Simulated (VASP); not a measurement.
Input of a VASP 6.6.1 run:

The input INCAR:

```
SYSTEM = Sr
ALGO = Normal
EDIFF = 1E-7
ENCUT = 520
GGA = PS
ISIF = 2
ISMEAR = 1
LASPH = .True.
LCHARG = .False.
LREAL = .False.
LWAVE = .False.
NBANDS = 17
NELM = 80
PREC = Accurate
SIGMA = 0.05
```

Contents of KPOINTS:

```
k-points
0
Gamma
  6 6 3
  0 0 0
```

File POSCAR:

```
Sr
1.0
    4.2845505962      0.0000000000      0.0000000000
   -2.1422752981      3.7105296601      0.0000000000
    0.0000000000      0.0000000000      6.6486670512
Sr
2
Direct
    0.3333333333      0.6666666667      0.2500000000
    0.6666666667      0.3333333333      0.7500000000
```

Potentials or basis: VASP PAW PBE potentials, release 64 (Sr_sv).

Launch:

```console
$ cat potpaw_PBE.64/Sr_sv/POTCAR > POTCAR
$ mpirun -np 1 vasp_std > vasp.out
```

Question: What does it give for the band gap on the k mesh?

Answer: Zero (bands 10 and 11 overlap by 0.19 eV).

Question: Predict the pressure.

Answer: 0.0 GPa.

Caveat: the PAW data sets were made with another functional, which shifts forces and pressure a little.
